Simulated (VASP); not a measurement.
Write the native input for VASP 6.6.1 that does the following.

```yaml
Task: single point
Functional: PBE
Potentials_or_basis: VASP PAW PBE potentials, release 64 (Nb_sv)
Cutoff: 520 eV
k_mesh: 12 × 12 × 12
Occupations: fermi-dirac, width 0.08 eV
Spin: no spin polarisation
Dipole_correction: no
Further_INCAR_settings: ALGO = Normal; EDIFF = 1e-06; NBANDS = 20
```

The structure of Nb lies in POSCAR:

```
Nb
1.0
    0.0000000000      3.0113314931      3.0113314931
    3.0113314931      0.0000000000      3.0113314931
    3.0113314931      3.0113314931      0.0000000000
Nb
2
Direct
   -0.1250000000     -0.1250000000     -0.1250000000
    0.1250000000      0.1250000000      0.1250000000
```

The input as run:

INCAR

```
SYSTEM = Nb
PREC = Accurate ; ENCUT = 520
EDIFF = 1E-6 ; ISMEAR = -1
SIGMA = 0.08 ; LREAL = .FALSE.
LASPH = .TRUE. ; NELM = 80
ALGO = Normal ; ISIF = 2
LWAVE = .FALSE. ; LCHARG = .FALSE.
GGA = PE ; NBANDS = 20
```

KPOINTS

```
Automatic mesh
0
G
  12 12 12
  0 0 0
```

Potentials or basis: VASP PAW PBE potentials, release 64 (Nb_sv).

Command:

```console
$ cat potpaw_PBE.64/Nb_sv/POTCAR > POTCAR
$ mpirun -np 1 vasp_std > vasp.out
```

It gave:

```json
{"Pressure": "-3.3 GPa", "Band gap on the k mesh": "zero (band 13 reaches 6.77 eV, above the bottom of band 14 at 5.46 eV)"}
```

It took 49 s on 1 thread of Intel Xeon 6975P-C (shared host), peak memory 0.21 GiB.
